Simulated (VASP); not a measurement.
# PrOs2C (P4/mmm) in VASP: single point with PBE

Aim: the single point of PrOs2C with PBE.

All numbers are computed with VASP 6.6.1; they aren't measurements. Logs are shortened: lines on timing, memory, paths and dates and some standing lists are left out, and cuts for length are marked.

## Step 1: The cell of the first run

The structure is tetragonal, space group P4/mmm (No. 123). The conventional cell has a = 2.806 Å, b = 2.806 Å, c = 9.363 Å, α = 90.00°, β = 90.00°, γ = 90.00°. Within 3.7 Å of Pr (site symmetry 4/mmm) lie 4 Pr at 2.81 Å and 2 Os at 2.87 Å. Within 2.4 Å of Os (site symmetry 4mm) lie 1 C at 1.81 Å. C (site symmetry 4/mmm) has 2 Os at 1.81 Å within 2.4 Å.

The cell was built from a structure type or drawn by symmetry, and may not be a known phase.

## Step 2: Single point, PBE

Contents of INCAR:

```
PREC = Accurate
ENCUT = 520
EDIFF = 1E-7
ISMEAR = 0
SIGMA = 0.1
LREAL = False
LASPH = True
NELM = 100
ALGO = Normal
ISIF = 2
LWAVE = False
LCHARG = True
GGA = PE
LELF = True
LVHAR = True
NBANDS = 24
```

Contents of KPOINTS:

```
regular mesh
0
Gamma
  6 6 4
```

Contents of POSCAR:

```
PrOs2C
1.0
    2.8063151571      0.0000000000      0.0000000000
    0.0000000000      2.8063151571      0.0000000000
    0.0000000000      0.0000000000      9.3629777724
Pr Os C
1 2 1
Direct
    0.0000000000      0.0000000000      0.0000000000
    0.0000000000      0.0000000000      0.3062925117
    0.0000000000      0.0000000000      0.6937074883
    0.0000000000      0.0000000000      0.5000000000
```

Potentials or basis: VASP PAW PBE potentials, release 64 (Pr, Os, C).

Started as:

```sh
$ cat potpaw_PBE.64/Pr/POTCAR potpaw_PBE.64/Os/POTCAR potpaw_PBE.64/C/POTCAR > POTCAR
$ mpirun -np 1 vasp_std > vasp.out
```

OUTCAR:

```text
PREC = Accurate
   ENCUT = 520
   EDIFF = 1E-7
   ISMEAR = 0
   LREAL = False
   LASPH = True
   NELM = 100
   ISIF = 2
   GGA = PE

 ion  position               nearest neighbor table
   1  0.000  0.000  0.000-   2 2.87   3 2.87
   2  0.000  0.000  0.306-   4 1.81   1 2.87
   3  0.000  0.000  0.694-   4 1.81   1 2.87
   4  0.000  0.000  0.500-   2 1.81   3 1.81

  LATTYP: Found a simple tetragonal cell.
 ALAT       =     2.8063151571
 C/A-ratio  =     3.3363956820

  Lattice vectors:

 A1 = (   2.8063151571,   0.0000000000,   0.0000000000)
 A2 = (   0.0000000000,   2.8063151571,   0.0000000000)
 A3 = (   0.0000000000,   0.0000000000,   9.3629777724)

Analysis of symmetry for initial positions (statically):
=====================================================================
 Subroutine PRICEL returns:
 Original cell was already a primitive cell.

 Routine SETGRP: Setting up the symmetry group for a
 simple tetragonal supercell.

 Subroutine GETGRP returns: Found 16 space group operations
 (whereof 16 operations were pure point group operations)
 out of a pool of 16 trial point group operations.

The static configuration has the point symmetry D_4h.

Analysis of symmetry for dynamics (positions and initial velocities):
=====================================================================
 Subroutine PRICEL returns:
 Original cell was already a primitive cell.

 Routine SETGRP: Setting up the symmetry group for a
 simple tetragonal supercell.

 Subroutine GETGRP returns: Found 16 space group operations
 (whereof 16 operations were pure point group operations)
 out of a pool of 16 trial point group operations.

The dynamic configuration has the point symmetry D_4h.

 Subroutine INISYM returns: Found 16 space group operations
 (whereof 16 operations are pure point group operations),
 and found     1 'primitive' translations

----------------------------------------------------------------------------------------

                                     Primitive cell

  volume of cell :      73.7372

  direct lattice vectors                    reciprocal lattice vectors
     2.806315157  0.000000000  0.000000000     0.356339165  0.000000000  0.000000000
     0.000000000  2.806315157  0.000000000     0.000000000  0.356339165  0.000000000
     0.000000000  0.000000000  9.362977772     0.000000000  0.000000000  0.106803629

  length of vectors
     2.806315157  2.806315157  9.362977772     0.356339165  0.356339165  0.106803629

  position of ions in fractional coordinates (direct lattice)
     0.000000000  0.000000000  0.000000000
     0.000000000  0.000000000  0.306292512
     0.000000000  0.000000000  0.693707488
     0.000000000  0.000000000  0.500000000

  ion indices of the primitive-cell ions
   primitive index   ion index
                 1           1
                 2           2
                 3           3
                 4           4

----------------------------------------------------------------------------------------

 KPOINTS: regular mesh

Automatic generation of k-mesh.
 Grid dimensions read from file:
 generate k-points for:    6    6    4

 Generating k-lattice:

  Cartesian coordinates                     Fractional coordinates (reciprocal lattice)
     0.059389861  0.000000000  0.000000000     0.166666667  0.000000000  0.000000000
     0.000000000  0.059389861  0.000000000     0.000000000  0.166666667  0.000000000
     0.000000000  0.000000000  0.026700907     0.000000000  0.000000000  0.250000000

  Length of vectors
     0.059389861  0.059389861  0.026700907

  Shift w.r.t. Gamma in fractional coordinates (k-lattice)
     0.000000000  0.000000000  0.000000000

 Subroutine IBZKPT returns following result:
 ===========================================

 Found     30 irreducible k-points:

 Following reciprocal coordinates:
            Coordinates               Weight
  0.000000  0.000000  0.000000      1.000000
  0.166667  0.000000  0.000000      4.000000
  0.333333  0.000000  0.000000      4.000000
  0.500000  0.000000  0.000000      2.000000
  0.166667  0.166667  0.000000      4.000000
  0.333333  0.166667  0.000000      8.000000
[... 16 lines left out ...]
  0.333333  0.000000  0.500000      4.000000
  0.500000  0.000000  0.500000      2.000000
 [... further k-points ...]
   k-points           NKPTS =     30   k-points in BZ     NKDIM =     30   number of bands    NBANDS=     24
   number of dos      NEDOS =    301   number of ions     NIONS =      4
   total plane-waves  NPLWV =  40320
   dimension x,y,z NGX =    24 NGY =   24 NGZ =   70
   dimension x,y,z NGXF=    48 NGYF=   48 NGZF=  140
   ions per type =               1   2   1
   NGX,Y,Z   is equivalent  to a cutoff of  14.22, 14.22, 12.43 a.u.
   NGXF,Y,Z  is equivalent  to a cutoff of  28.44, 28.44, 24.86 a.u.
 SYSTEM =  unknown system
   PREC   = accura    normal or accurate (medium, high low for compatibility)
   ISTART =      0    job   : 0-new  1-cont  2-samecut
   ICHARG =      2    charge: 1-file 2-atom 10-const
   ISPIN  =      1    spin polarized calculation?
   LNONCOLLINEAR =      F non collinear calculations
   LSORBIT =      F    spin-orbit coupling
   LASPH  =      T    aspherical Exc in radial PAW
   ENCUT  =  520.0 eV  38.22 Ry    6.18 a.u.   5.22  5.22 17.41*2*pi/ulx,y,z
   NELM   =    100;   NELMIN=  2; NELMDL= -5     # of ELM steps
   EDIFF  = 0.1E-06   stopping-criterion for ELM
   LREAL  =      F    real-space projection
   EDIFFG = 0.1E-05   stopping-criterion for IOM
   NSW    =      0    number of steps for IOM
   IBRION =     -1    ionic relax: 0-MD 1-quasi-New 2-CG
   NFREE  =      0    steps in history (QN), initial steepest desc. (CG)
   ISIF   =      2    stress and relaxation
   ISYM   =      2    0-nonsym 1-usesym 2-fastsym
   POTIM  = 0.5000    time-step for ionic-motion
   TEBEG  =    0.0;   TEEND  =   0.0 temperature during run
   PSTRESS=    0.0 pullay stress
   NELECT =      33.0000    total number of electrons
   NUPDOWN=      -1.0000    fix difference up-down
   EMIN   =  10.00;   EMAX   =-10.00  energy-range for DOS
   EFERMI =   0.00;   METHOD = LEGACY
   ISMEAR =     0;   SIGMA  =   0.10  broadening in eV -4-tet -1-fermi 0-gaus
   EFERMI_NEDOS =   21; number of points for ismear=-14 and -15
   IALGO  =     38    algorithm
   IMIX   =      4    mixing-type and parameters
     AMIX     =   0.40;   BMIX     =  1.00
     AMIX_MAG =   1.60;   BMIX_MAG =  1.00
  volume/ion in A,a.u.               =      18.43       124.40
  Fermi-wavevector in a.u.,A,eV,Ry     =   1.252229  2.366370 21.334999  1.568078
  Thomas-Fermi vector in A             =   2.386139
   LORBIT       =      0    0 simple, 1 ext, 2 COOP (PROOUT), +10 PAW based schemes
   GGA     = PE    functional components
   LHFCALC =     F    Hartree Fock is set to
   AEXX    =    0.0000 exact exchange contribution
   IVDW    =     0    specifies the selected vdW correction
   LEPSILON=     F    determine dielectric tensor
   LRPA    =     F    only Hartree local field effects (RPA)
 non-spin polarized calculation
 Gauss-broadening in eV      SIGMA  =   0.10
  energy-cutoff  :      520.00
  volume of cell :       73.74
 maximum number of plane-waves:      2026
 NGX is ok and might be reduce to    24
   NGX = 11   NGY = 11   NGZ = 35

 number of electron      33.0000002 magnetization

 Free energy of the ion-electron system (eV)
  ---------------------------------------------------
  ext. energy  EPLUGINS =         0.00000000
  ---------------------------------------------------
  free energy    TOTEN  =       -31.35132464 eV

  energy without entropy =      -31.27182867  energy(sigma->0) =      -31.31157665

 E-fermi :   6.0689     XC(G=0): -11.5756

 val. band max:        6.0685920329   @ k =   0.1667   0.0000   0.2500
 cond. band min:       6.0704067255   @ k =   0.3333   0.0000   0.5000
 fundamental gap:      0.0018146926
 Fermi energy:         6.0688748926

 k-point     1 :       0.0000    0.0000    0.0000
  band No.  band energies     occupation
      1     -30.2812      2.00000
      2     -12.5237      2.00000
      3      -9.6421      2.00000
      4      -9.6421      2.00000
      5      -5.7767      2.00000
      6      -0.0337      2.00000
[... 16 lines left out ...]
     23       7.0631      0.00000
     24       7.0631      0.00000

 k-point     2 :       0.1667    0.0000    0.0000
  band No.  band energies     occupation
      1     -30.0986      2.00000
      2     -12.3479      2.00000
      3     -11.0518      2.00000
      4      -9.5079      2.00000
      5      -5.5006      2.00000
      6       0.3322      2.00000
[... 16 lines left out ...]
     23       6.9889      0.00000
     24       7.0609      0.00000

 k-point     3 :       0.3333    0.0000    0.0000
  band No.  band energies     occupation
      1     -29.7018      2.00000
      2     -13.2814      2.00000
      3     -11.9699      2.00000
      4      -9.2268      2.00000
      5      -4.8495      2.00000
      6       0.6901      2.00000
[... 16 lines left out ...]
     23       6.7368      0.00000
     24       6.7914      0.00000

 k-point     4 :       0.5000    0.0000    0.0000
  band No.  band energies     occupation
      1     -29.4845      2.00000
      2     -14.2384      2.00000
      3     -11.7653      2.00000
      4      -9.0793      2.00000
      5      -4.4354      2.00000
      6       0.3601      2.00000
[... 16 lines left out ...]
     23       6.8389      0.00000
     24       6.8634      0.00000

 k-point     5 :       0.1667    0.1667    0.0000
  band No.  band energies     occupation
      1     -29.9166      2.00000
      2     -12.1758      2.00000
      3     -10.9228      2.00000
      4     -10.8701      2.00000
      5      -5.2343      2.00000
      6       0.5348      2.00000
[... 451 lines left out ...]
 k-point    22 :       0.1667    0.0000    0.5000
  band No.  band energies     occupation
      1     -30.0986      2.00000
      2     -12.3517      2.00000
      3     -11.0518      2.00000
      4      -9.5079      2.00000
      5      -5.4274      2.00000
      6      -0.2603      2.00000
[... 16 lines left out ...]
     23       6.7917      0.00000
     24       7.0307      0.00000

 k-point    23 :       0.3333    0.0000    0.5000
  band No.  band energies     occupation
      1     -29.7018      2.00000
      2     -13.2814      2.00000
      3     -11.9733      2.00000
      4      -9.2268      2.00000
      5      -4.7796      2.00000
      6       0.2491      2.00000
[... 16 lines left out ...]
     23       6.8452      0.00000
     24       6.9146      0.00000

 k-point    24 :       0.5000    0.0000    0.5000
  band No.  band energies     occupation
      1     -29.4844      2.00000
      2     -14.2384      2.00000
      3     -11.7685      2.00000
      4      -9.0793      2.00000
      5      -4.3622      2.00000
      6       0.2557      2.00000
[... 16 lines left out ...]
     23       7.4557      0.00000
     24       7.5497      0.00000

 [... further k-points ...]

------------------------ aborting loop because EDIFF is reached ----------------------------------------

  FORCE on cell =-STRESS in cart. coord.  units (eV):
  Direction    XX          YY          ZZ          XY          YZ          ZX
  --------------------------------------------------------------------------------------
  -------------------------------------------------------------------------------------
  Total       -6.0875890     -6.0875890     -1.6148464      0.0000000     -0.0000000      0.0000000
  in kB     -132.2723381   -132.2723381    -35.0877012      0.0000000     -0.0000000      0.0000000
  external PRESSURE =     -99.8774592 kB  Pullay stress =       0.0000000 kB

 VOLUME and BASIS-vectors are now :
 -----------------------------------------------------------------------------
  energy-cutoff  :      520.00
  volume of cell :       73.74
      direct lattice vectors                 reciprocal lattice vectors
     2.806315157  0.000000000  0.000000000     0.356339165  0.000000000  0.000000000
     0.000000000  2.806315157  0.000000000     0.000000000  0.356339165  0.000000000
     0.000000000  0.000000000  9.362977772     0.000000000  0.000000000  0.106803629

 POSITION                                       TOTAL-FORCE (eV/Angst)
 -----------------------------------------------------------------------------------
      0.00000      0.00000      0.00000         0.000000     -0.000000      0.000000
      0.00000      0.00000      2.86781         0.000000      0.000000     -0.831620
      0.00000      0.00000      6.49517        -0.000000      0.000000      0.831620
      0.00000      0.00000      4.68149         0.000000     -0.000000      0.000000
 -----------------------------------------------------------------------------------
    total drift:                               -0.000000      0.000000     -0.000000

  FREE ENERGIE OF THE ION-ELECTRON SYSTEM (eV)
  ---------------------------------------------------
  free  energy   TOTEN  =       -31.3513246369 eV

  energy  without entropy=      -31.2718286661  energy(sigma->0) =      -31.31157665
```

It took 2.2 min on 1 thread of AMD EPYC 9R45 (Zen 5), shared host; peak memory 0.21 GiB.

Results:

```yaml
Free_energy: -31.3513 eV
Pressure: -10.0 GPa
Largest_force: 0.832 eV/Å
Band_gap_on_the_k_mesh: zero (an odd number of electrons rules out a gap without spin polarisation)
```

Forces in eV/Å, atoms in the order of the input:
```
Pr   0.000  0.000  0.000
Os   0.000  0.000 -0.832
Os   0.000  0.000  0.832
C    0.000  0.000  0.000
```

Levels at points of the mesh, in eV from the Fermi level:
```
           k point  band 14  band 15  band 16  band 17  band 18  band 19
(0.00, 0.00, 0.00)    -1.24    -0.91    -0.15    -0.15    -0.09     0.00
(0.50, 0.00, 0.00)    -0.62    -0.44    -0.41    -0.31     0.07     0.18
(0.50, 0.50, 0.00)    -0.11    -0.11    -0.02     0.70     0.83     0.83
(0.00, 0.00, 0.50)    -1.16    -0.73    -0.44    -0.18    -0.18    -0.09
(0.50, 0.00, 0.50)    -0.41    -0.34    -0.01     0.08     0.11     0.57
(0.50, 0.50, 0.50)    -0.59    -0.59    -0.03     0.28     0.28     0.53
```

Caveat: the k points lie up to 0.37 Å⁻¹ apart, too coarse for converged energies and pressures of a metal; spin-orbit coupling is left out, which moves the levels of the heavy elements; semilocal functionals describe open f shells poorly, which spoils levels, moments and volumes.
